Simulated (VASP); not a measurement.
The system is BaS.

```
Ba S
1.0
     0.00000    3.19375    3.19375
     3.19375    0.00000    3.19375
     3.19375    3.19375    0.00000
Ba S
1 1
Cartesian
  0.0000 0.0000 0.0000
  3.1938 3.1938 3.1938
```

```yaml
Program: VASP 6.6.1
Task: relaxation of cell and atoms
Functional: r2SCAN
Potentials_or_basis: VASP PAW PBE potentials, release 64 (Ba_sv, S)
Cutoff: 600 eV
k_mesh: 12 × 12 × 12
Occupations: fermi-dirac, width 0.1 eV
Spin: no spin polarisation
```

At the start: pressure 1.4 GPa; volume 32.58 Å³/atom.

How do energy, volume and symmetry change on relaxing?

Over 3 steps the energy falls by 4.2 meV/atom and the volume is 33.56 Å³/atom (+3.0 %); space group Fm-3m (No. 225, to 0.1 Å) before and after.

The path:
```csv
step,energy change (eV),largest force (eV/Å),pressure (GPa),volume (Å³)
1,0.0000,0.0000,1.42,65.15
2,-0.0073,0.0000,-0.50,67.91
3,-0.0085,0.0000,0.00,67.13
```

Final structure:
```xyz
2
Lattice="0.0000 3.2257 3.2257 3.2257 0.0000 3.2257 3.2257 3.2257 0.0000" Properties=species:S:1:pos:R:3 pbc="T T T"
Ba    0.0000    0.0000    0.0000
S     3.2257    3.2257    3.2257
```

Caveat: the PAW data sets were made with another functional, which shifts forces and pressure a little.
